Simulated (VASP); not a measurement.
# NiH2 (P6/mmm) in VASP: a series of runs, part 2 of 2

VASP 6.6.1. The steps go on from the part before.

### 3 Relaxation of cell and atoms, PBE

This run uses another cell than the first one, of 6.83 Å³/atom, 1.301 times its volume.

INCAR

```
SYSTEM = NiH2
PREC     = Accurate       ! precision mode
ENCUT    = 600            ! plane-wave cutoff, eV
EDIFF    = 1E-6           ! SCF threshold, eV
ISMEAR   = 0              ! smearing method
SIGMA    = 0.1            ! smearing width, eV
LREAL    = .False.        ! projectors in reciprocal space
LASPH    = .True.         ! aspherical terms in the spheres
NELM     = 100            ! most SCF steps
ALGO     = Normal         ! electronic algorithm
ISIF     = 3              ! what is computed and relaxed
LWAVE    = .False.        ! write WAVECAR
LCHARG   = .False.        ! write CHGCAR
GGA      = PE             ! functional
IBRION   = 2              ! ionic algorithm
NSW      = 90             ! ionic steps
EDIFFG   = -0.04          ! ionic threshold
```

KPOINTS

```
Automatic mesh
0
Gamma
  6 6 6
  0 0 0
```

POSCAR

```
NiH2
1.0
    2.7989136368      0.0000000000      0.0000000000
   -1.3994568184      2.4239303125      0.0000000000
    0.0000000000      0.0000000000      3.0220828305
Ni H
1 2
Direct
    0.0000000000      0.0000000000      0.0000000000
    0.3333333333      0.6666666667      0.5000000000
    0.6666666667      0.3333333333      0.5000000000
```

Potentials or basis: VASP PAW PBE potentials, release 64 (Ni, H).

Started as:

```console
cat potpaw_PBE.64/Ni/POTCAR potpaw_PBE.64/H/POTCAR > POTCAR
mpirun -np 1 vasp_std > vasp.out
```

OUTCAR:

```text
SYSTEM = NiH2
   PREC = Accurate
   ENCUT = 600
   EDIFF = 1E-6
   ISMEAR = 0
   LREAL = .False.
   LASPH = .True.
   NELM = 100
   ISIF = 3
   GGA = PE
   IBRION = 2
   NSW = 90
   EDIFFG = -0.04

 ion  position               nearest neighbor table
   1  0.000  0.000  0.000-
   2  0.333  0.667  0.500-
   3  0.667  0.333  0.500-

  LATTYP: Found a hexagonal cell.
 ALAT       =     2.7989136368
 C/A-ratio  =     1.0797342193

  Lattice vectors:

 A1 = (   2.7989136368,   0.0000000000,   0.0000000000)
 A2 = (  -1.3994568184,   2.4239303125,   0.0000000000)
 A3 = (   0.0000000000,   0.0000000000,   3.0220828305)

Analysis of symmetry for initial positions (statically):
=====================================================================
 Subroutine PRICEL returns:
 Original cell was already a primitive cell.

 Routine SETGRP: Setting up the symmetry group for a
 hexagonal supercell.

 Subroutine GETGRP returns: Found 24 space group operations
 (whereof 24 operations were pure point group operations)
 out of a pool of 24 trial point group operations.

The static configuration has the point symmetry D_6h.

Analysis of symmetry for dynamics (positions and initial velocities):
=====================================================================
 Subroutine PRICEL returns:
 Original cell was already a primitive cell.

 Routine SETGRP: Setting up the symmetry group for a
 hexagonal supercell.

 Subroutine GETGRP returns: Found 24 space group operations
 (whereof 24 operations were pure point group operations)
 out of a pool of 24 trial point group operations.

The dynamic configuration has the point symmetry D_6h.

 Subroutine INISYM returns: Found 24 space group operations
 (whereof 24 operations are pure point group operations),
 and found     1 'primitive' translations

----------------------------------------------------------------------------------------

                                     Primitive cell

  volume of cell :      20.5029

  direct lattice vectors                    reciprocal lattice vectors
     2.798913637  0.000000000  0.000000000     0.357281478  0.206276557  0.000000000
    -1.399456818  2.423930313  0.000000000     0.000000000  0.412553115  0.000000000
     0.000000000  0.000000000  3.022082831     0.000000000  0.000000000  0.330897615

  length of vectors
     2.798913637  2.798913637  3.022082831     0.412553115  0.412553115  0.330897615

  position of ions in fractional coordinates (direct lattice)
     0.000000000  0.000000000  0.000000000
     0.333333333  0.666666667  0.500000000
     0.666666667  0.333333333  0.500000000

  ion indices of the primitive-cell ions
   primitive index   ion index
                 1           1
                 2           2
                 3           3

[... 33 lines left out ...]
  0.333333  0.166667  0.000000     12.000000
[... 16 lines left out ...]
  0.166667  0.000000  0.500000      6.000000
  0.333333  0.000000  0.500000      6.000000
 [... further k-points ...]
   k-points           NKPTS =     28   k-points in BZ     NKDIM =     28   number of bands    NBANDS=     10
   number of dos      NEDOS =    301   number of ions     NIONS =      3
   total plane-waves  NPLWV =  13824
   dimension x,y,z NGX =    24 NGY =   24 NGZ =   24
   dimension x,y,z NGXF=    48 NGYF=   48 NGZF=   48
   ions per type =               1   2
   NGX,Y,Z   is equivalent  to a cutoff of  14.26, 14.26, 13.20 a.u.
   NGXF,Y,Z  is equivalent  to a cutoff of  28.51, 28.51, 26.40 a.u.
 SYSTEM =  NiH2
   PREC   = accura    normal or accurate (medium, high low for compatibility)
   ISTART =      0    job   : 0-new  1-cont  2-samecut
   ICHARG =      2    charge: 1-file 2-atom 10-const
   ISPIN  =      1    spin polarized calculation?
   LNONCOLLINEAR =      F non collinear calculations
   LSORBIT =      F    spin-orbit coupling
   LASPH  =      T    aspherical Exc in radial PAW
   ENCUT  =  600.0 eV  44.10 Ry    6.64 a.u.   5.59  5.59  6.04*2*pi/ulx,y,z
   NELM   =    100;   NELMIN=  2; NELMDL= -5     # of ELM steps
   EDIFF  = 0.1E-05   stopping-criterion for ELM
   LREAL  =      F    real-space projection
   EDIFFG = -.4E-01   stopping-criterion for IOM
   NSW    =     90    number of steps for IOM
   IBRION =      2    ionic relax: 0-MD 1-quasi-New 2-CG
   NFREE  =      1    steps in history (QN), initial steepest desc. (CG)
   ISIF   =      3    stress and relaxation
   ISYM   =      2    0-nonsym 1-usesym 2-fastsym
   POTIM  = 0.5000    time-step for ionic-motion
   TEBEG  =    0.0;   TEEND  =   0.0 temperature during run
   PSTRESS=    0.0 pullay stress
   NELECT =      12.0000    total number of electrons
   NUPDOWN=      -1.0000    fix difference up-down
   EMIN   =  10.00;   EMAX   =-10.00  energy-range for DOS
   EFERMI =   0.00;   METHOD = LEGACY
   ISMEAR =     0;   SIGMA  =   0.10  broadening in eV -4-tet -1-fermi 0-gaus
   EFERMI_NEDOS =   21; number of points for ismear=-14 and -15
   IALGO  =     38    algorithm
   IMIX   =      4    mixing-type and parameters
     AMIX     =   0.40;   BMIX     =  1.00
     AMIX_MAG =   1.60;   BMIX_MAG =  1.00
  volume/ion in A,a.u.               =       6.83        46.12
  Fermi-wavevector in a.u.,A,eV,Ry     =   1.369399  2.587788 25.514364  1.875253
  Thomas-Fermi vector in A             =   2.495278
   LORBIT       =      0    0 simple, 1 ext, 2 COOP (PROOUT), +10 PAW based schemes
   GGA     = PE    functional components
   LHFCALC =     F    Hartree Fock is set to
   AEXX    =    0.0000 exact exchange contribution
   IVDW    =     0    specifies the selected vdW correction
   LEPSILON=     F    determine dielectric tensor
   LRPA    =     F    only Hartree local field effects (RPA)
 conjugate gradient relaxation of ions
 non-spin polarized calculation
 Gauss-broadening in eV      SIGMA  =   0.10
  energy-cutoff  :      600.00
  volume of cell :       20.50
 maximum number of plane-waves:       697
 NGX is ok and might be reduce to    24
   NGX = 11   NGY = 11   NGZ = 13

--------------------------------------- Ionic step        1  -------------------------------------------

 number of electron      12.0000000 magnetization

 Free energy of the ion-electron system (eV)
  ---------------------------------------------------
  ext. energy  EPLUGINS =         0.00000000
  ---------------------------------------------------
  free energy    TOTEN  =       -10.24868789 eV

  energy without entropy =      -10.24320896  energy(sigma->0) =      -10.24594843

------------------------ aborting loop because EDIFF is reached ----------------------------------------

  FORCE on cell =-STRESS in cart. coord.  units (eV):
  Direction    XX          YY          ZZ          XY          YZ          ZX
  --------------------------------------------------------------------------------------
  -------------------------------------------------------------------------------------
  Total       -2.6543717     -2.6543717     -4.6158174      0.0000000      0.0000000      0.0000000
  in kB     -207.4227185   -207.4227185   -360.6975675      0.0000000      0.0000000      0.0000000
  external PRESSURE =    -258.5143349 kB  Pullay stress =       0.0000000 kB
[... 246 lines left out ...]
--------------------------------------- Ionic step        8  -------------------------------------------

 number of electron      12.0000000 magnetization

 Free energy of the ion-electron system (eV)
  ---------------------------------------------------
  ext. energy  EPLUGINS =         0.00000000
  ---------------------------------------------------
  free energy    TOTEN  =       -10.90333059 eV

  energy without entropy =      -10.90166570  energy(sigma->0) =      -10.90249814

 E-fermi :   8.6956     XC(G=0): -12.7631

 val. band max:        8.3957927064   @ k =   0.5000   0.0000   0.3333
 cond. band min:       8.7432848717   @ k =   0.3333   0.3333   0.1667
 fundamental gap:      0.3474921653
 Fermi energy:         8.6955907668

 k-point     1 :       0.0000    0.0000    0.0000
  band No.  band energies     occupation
      1      -5.4289      2.00000
      2       4.9020      2.00000
      3       6.0783      2.00000
      4       6.0783      2.00000
      5       7.4313      2.00000
      6       7.4313      2.00000
      7      14.3914      0.00000
      8      20.5169      0.00000
      9      20.7243      0.00000
     10      25.0249      0.00000
[... 287 lines left out ...]
 k-point    24 :       0.3333    0.0000    0.5000
  band No.  band energies     occupation
      1      -0.3571      2.00000
      2       5.0600      2.00000
      3       6.1343      2.00000
      4       6.5899      2.00000
      5       6.7449      2.00000
      6       7.2925      2.00000
      7       9.8466      0.00000
      8      11.2863      0.00000
      9      19.0516      0.00000
     10      19.4130      0.00000

 [... further k-points ...]
[... 5 lines left out ...]
  --------------------------------------------------------------------------------------
  -------------------------------------------------------------------------------------
  Total       -0.0774225     -0.0774225     -0.0976203      0.0000000     -0.0000000      0.0000000
  in kB       -7.8383402     -7.8383402     -9.8831947      0.0000000     -0.0000000      0.0000000
  external PRESSURE =      -8.5199584 kB  Pullay stress =       0.0000000 kB
[... 18 lines left out ...]
  FREE ENERGIE OF THE ION-ELECTRON SYSTEM (eV)
  ---------------------------------------------------
  free  energy   TOTEN  =       -10.9033305883 eV

  energy  without entropy=      -10.9016656976  energy(sigma->0) =      -10.90249814

 reached required accuracy - stopping structural energy minimisation
```

It took 30 s on 1 thread of Intel Xeon 6975P-C, shared host; peak memory 0.15 GiB.

What came out:

- Free energy: -10.9033 eV
- Relaxed volume: 5.28 Å³/atom
- Relaxed cell: a = 2.703 Å, b = 2.703 Å, c = 2.501 Å, α = 90.00°, β = 90.00°, γ = 120.00°
- Space group after relaxing (to 0.05 Å): P6/mmm (No. 191)
- Energy gained by relaxing: 218.2 meV/atom
- Ionic steps: 8
- Pressure after relaxing: -0.9 GPa
- Band gap on the k mesh: zero (band 6 reaches 10.51 eV, above the bottom of band 7 at 8.24 eV)

The path:
```tsv
step	energy change (eV)	largest force (eV/Å)	pressure (GPa)	volume (Å³)
1	0.0000	0.0000	-25.85	20.50
2	-0.4560	0.0000	-14.14	17.40
3	-0.5697	0.0000	-0.06	15.73
4	-0.5730	0.0000	3.82	15.41
5	-0.6294	0.0000	4.32	15.35
6	-0.6459	0.0000	5.48	15.29
7	-0.6462	0.0000	5.86	15.27
8	-0.6546	0.0000	-0.85	15.83
```

Final structure:
```
CELL_PARAMETERS angstrom
2.70326 0.00000 0.00000
-1.35163 2.34109 0.00000
0.00000 0.00000 2.50062
ATOMIC_POSITIONS crystal
Ni 0.00000 0.00000 0.00000
H 0.33333 0.66667 0.50000
H 0.66667 0.33333 0.50000
```

Caveat: the k points lie up to 0.45 Å⁻¹ apart in the final cell; the volume moved by over 15 % at a fixed basis, so the end points are rough. Spin polarisation is off, so any magnetic state and its effect on volume and gap are missing.
